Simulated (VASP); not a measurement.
Runs of VASP 6.6.1 on GaN. The structure is that of space group Fm-3m (No. 225), or close to it. The cells are those of the table. 

```csv
potentials or basis,spin,cell,cutoff (eV),smearing,gap on the mesh (eV),pressure (GPa),moment (μB)
"VASP PAW PBE potentials, release 64 (Ga_d, N_h)",off,"a = 2.952, b = 2.952, c = 2.982 Å, angles 59.7, 59.7, 60.7°, 2 atoms",910,gaussian 0.01 eV,1.16,(a),-
"VASP PAW PBE potentials, release 64 (Ga_d, N_h)",off,"a = 2.923, b = 2.923, c = 2.982 Å, angles 59.3, 59.3, 61.3°, 2 atoms",910,gaussian 0.01 eV,1.17,13.0,-
"VASP PAW PBE potentials, release 64 (Ga_d, N_h)",off,"a = 2.967, b = 2.967, c = 2.982 Å, angles 59.8, 59.8, 60.3°, 2 atoms",910,gaussian 0.01 eV,1.17,(b),-
"VASP PAW PBE potentials, release 64 (Ga_d, N)","non-collinear, zero start, SOC","a = 3.027, b = 3.027, c = 2.982 Å, angles 60.5, 60.5, 59.0°, 2 atoms",520,fermi-dirac 0.02 eV,-,-5.3,0.00
"VASP PAW PBE potentials, release 64 (Ga_d, N)","non-collinear, zero start, SOC","a = 2.952, b = 2.952, c = 2.982 Å, angles 59.7, 59.7, 60.7°, 2 atoms",520,fermi-dirac 0.02 eV,-,6.8,0.00
```

Alike in all rows: task single point; level r2SCAN; k mesh 10 × 10 × 10.

Problem. Fill in the values left out.

Solution. (a) 6.5; (b) 3.6.

Caveats: the PAW data sets were made with another functional, which shifts forces and pressure a little; the cell stands under pressure (at least some runs); the cutoff is under 1.25 times the usual one of these potentials, so pressure, stress and relaxed cells hold a basis-set (Pulay) error (at least some runs); the cell stands under tension (at least some runs).

A k mesh can miss the band edges, and rows without SOC leave out spin-orbit coupling on Ga.
